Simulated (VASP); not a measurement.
Input of a VASP 6.6.1 run:

File INCAR:

```
ALGO = Normal
EDIFF = 1E-6
ENCUT = 520
GGA = PE
ISIF = 2
ISMEAR = -1
ISYM = 0
LASPH = True
LCHARG = False
LREAL = Auto
LWAVE = False
NBANDS = 86
NELM = 60
PREC = Accurate
SIGMA = 0.1543
```

The input KPOINTS:

```
Automatic mesh
0
Gamma
  1 1 1
  0.25 0.25 0.25
```

POSCAR

```
CoSi2
1.0
    7.4169260000     -0.1672480000     -0.1219080000
   -0.1672480000      7.1745680000      0.0683210000
   -0.1219080000      0.0683210000      6.7525770000
Si Co
16 8
Direct
    0.5301556537      0.6817181775      0.8772127364
    0.0488089823      0.5366426178      0.3773108022
    0.0801854749      1.0255750065      0.7736601805
    0.8391817806      0.7713056217      0.0656876036
    0.5124443675      0.3466831318      0.8006848837
    0.7014022073      0.1282354471      0.3606091965
    0.7892670288      0.8462412574      0.6681677108
    0.7986576141      0.4141799542      0.5140241368
    0.4224549568      0.5590858177      0.4469859932
    0.2034337234      0.1402898026      0.3688493236
    0.2065376456      0.6002999105      0.9644688985
    0.8518524804      0.4030857539      0.0795724966
    0.6602760874      0.0929042844     -0.0013795291
    0.4679717915      0.8807292940      0.3734450120
    0.3132192126      0.9325553222      1.0121297122
    0.2187710011      0.2607803463     -0.0126215279
    0.1883498976      0.7557800911      0.6432354207
    0.9521833105      1.0580555576      0.1375010384
    0.8427859384      0.1857620735      0.7946697827
    0.1781202841      0.3685490660      0.5795425431
    0.1709267076      0.7978391921      0.2635736196
    0.5629728153      0.0140859575      0.6803972059
    0.5886222855      0.3674742264      0.2371756085
    0.9146042682      0.5558945865      0.7994792659
```

Potentials or basis: VASP PAW PBE potentials, release 64 (Si, Co).

The run is started by

```console
$ cat potpaw_PBE.64/Si/POTCAR potpaw_PBE.64/Co/POTCAR > POTCAR
$ mpirun -np 1 vasp_std > vasp.out
```

(1) Estimate the largest force.

(2) What does it give for the pressure?

Answers

(1) 3.267 eV/Å.

(2) -5.2 GPa.

Caveat: the k points lie up to 0.93 Å⁻¹ apart.
